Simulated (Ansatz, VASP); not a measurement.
# Two plane-wave programs on Ni

```
CELL_PARAMETERS angstrom
3.95407 0.00000 0.00000
-1.97704 3.42433 0.00000
0.00000 0.00000 2.42385
ATOMIC_POSITIONS crystal
Ni 0.00000 0.00000 0.00000
Ni 0.33333 0.66667 0.50000
Ni 0.66667 0.33333 0.50000
```

Alike in both runs: task relaxation of cell and atoms; functional BLYP; k mesh 9 × 9 × 13; occupations fermi-dirac, width 0.05 eV; collinear spin.

|  | VASP | Ansatz |
| --- | --- | --- |
| version | VASP 6.6.1 | Ansatz 0.2.0 |
| potentials or method | VASP PAW PBE potentials, release 64 (Ni), cutoff 600 eV | plane waves (420 eV) with PAW, scalar-relativistic |
| valence electrons in the cell | 30 | 54 |

Ansatz gave:

```
net moment per atom (μB)                                                      : 0.64
size of the moment on the site where the two differ most (μB)                 : 0.69
relaxed volume (Å³/atom)                                                      : 11.69
relaxed length of the cell vector where the two differ most in proportion (Å) : 2.460
```

Question: Estimate VASP's values.

Answer: net moment per atom (μB): 0.62; size of the moment on the site where the two differ most (μB): 0.65; relaxed volume (Å³/atom): 11.69; relaxed length of the cell vector where the two differ most in proportion (Å): 2.460.

VASP's potentials were made for PBE, not for BLYP. Site moments also hang on the region over which each program counts them. VASP's potentials hold 30 valence electrons a cell and Ansatz's 54, so a difference there can come from the potentials and not from the codes.
